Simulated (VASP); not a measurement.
**GaAs: electric field gradients with LDA**

Crystal: GaAs.

```
CELL_PARAMETERS angstrom
0.00000 2.80788 2.80788
2.80788 0.00000 2.80788
2.80788 2.80788 0.00000
ATOMIC_POSITIONS crystal
Ga 0.00000 0.00000 0.00000
As 0.75000 0.75000 0.75000
```

This cell differs from its parent crystal: volume scaled by 0.98.

* Program: VASP 6.6.1
* Task: electric field gradients
* Functional: LDA
* Potentials or basis: VASP PAW LDA potentials, release 64 (Ga_d, As)
* Cutoff: 520 eV
* k mesh: 10 × 10 × 10
* Occupations: fermi-dirac, width 0.08 eV
* Spin: no spin polarisation
* Dipole correction: no
* Further INCAR settings: ALGO = Normal; EDIFF = 1e-08; NBANDS = 16

```
Pressure               : -0.2 GPa
Band gap on the k mesh : 0.48 eV, direct
```

Levels at points of the mesh, in eV from the valence-band top:
```csv
k point,band 5,band 6,band 7,band 8,band 9,band 10,band 11,band 12,band 13,band 14
"(0.00, 0.00, 0.00)",-14.88,-12.91,0.00,0.00,0.00,0.48,3.68,3.68,3.68,7.41
"(0.50, 0.00, 0.00)",-14.88,-11.08,-6.80,-1.18,-1.18,0.92,4.59,4.59,7.59,10.36
"(0.50, 0.50, 0.00)",-14.87,-10.32,-6.97,-2.76,-2.76,1.31,1.54,10.20,10.20,10.97
```

Run time: 14 s on 1 thread of Intel(R) Xeon(R) 6975P-C (Granite Rapids), with other jobs on the host, peak memory 0.17 GiB.

Caveat: without QUAD_EFG the Cq values of the log hold for a quadrupole moment of 1 mb, not for the nuclei. A k mesh can miss the band edges.
